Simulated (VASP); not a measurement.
Crystal: TaAs.

```
Ta As
1.0
    -1.72181    1.72181    5.86794
     1.72181   -1.72181    5.86794
     1.72181    1.72181   -5.86794
Ta As
2 2
Direct
  0.49997 0.49997 0.00000
  0.24997 0.74997 0.50000
  0.08263 0.08263 0.00000
  0.83263 0.33263 0.50000
```

Program: VASP 6.6.1. Alike in all runs: task single point; cell as given; cutoff (eV) 520; smearing fermi-dirac 0.05 eV.

Problem. Order these runs on this cell by their pressure, lowest first.
A. level PBEsol; potentials or basis VASP PAW PBE potentials, release 64 (Ta_pv, As); spin non-collinear, zero start, SOC; k mesh 8 × 8 × 8
B. level LDA+U; potentials or basis VASP PAW LDA potentials, release 64 (Ta_pv, As); spin off; U Ta d U = 1.0 eV; k mesh 11 × 11 × 11
C. level LDA+U; potentials or basis VASP PAW LDA potentials, release 64 (Ta_pv, As); spin off; U Ta d U = 6.0 eV; k mesh 11 × 11 × 11

Solution. B (-5.1 GPa), A (-3.0 GPa), C (3.1 GPa).

Caveats: U without spin polarisation on a metal has little footing (at least some runs); the U is typed as a test and isn't derived for this compound (at least some runs); the cell stands under tension (at least some runs); the PAW data sets were made with another functional, which shifts forces and pressure a little (at least some runs); the cell stands under pressure (at least some runs).
